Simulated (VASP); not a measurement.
Here is a VASP 6.6.1 calculation.

The input INCAR:

```
PREC = Accurate ; ENCUT = 520
EDIFF = 1E-6 ; ISMEAR = 0
SIGMA = 0.05 ; LREAL = F
LASPH = T ; NELM = 80
ALGO = Normal ; ISIF = 2
LWAVE = F ; LCHARG = F
GGA = PE ; NBANDS = 19
```

Contents of KPOINTS:

```
Automatic mesh
0
Gamma
  12 12 6
```

The input POSCAR:

```
Sb2W
1.0
    3.4596427218      0.0000000000      0.0000000000
   -1.7298213609      2.9961384851      0.0000000000
    0.0000000000      0.0000000000      6.6032428968
W Sb
1 2
Direct
    0.0000000000      0.0000000000      0.0000000000
    0.3333333333      0.6666666667      0.2885938760
    0.6666666667      0.3333333333      0.7114061240
```

Potentials or basis: VASP PAW PBE potentials, release 64 (W_sv, Sb).

Run with:

```console
$ cat potpaw_PBE.64/W_sv/POTCAR potpaw_PBE.64/Sb/POTCAR > POTCAR
$ mpirun -np 1 vasp_std > vasp.out
```

Q: Predict the pressure.

A: 1.0 GPa.

Q: Predict the largest force.

A: 0.008 eV/Å.

Q: What does it give for the band gap on the k mesh?

A: Zero (band 12 reaches 9.36 eV, above the bottom of band 13 at 8.91 eV).

Stress tensor (GPa, compression positive):
```
1.04 0.00 0.00
0.00 1.04 0.00
0.00 0.00 0.93
```

Caveat: spin-orbit coupling is left out, which moves the levels of the heavy elements.
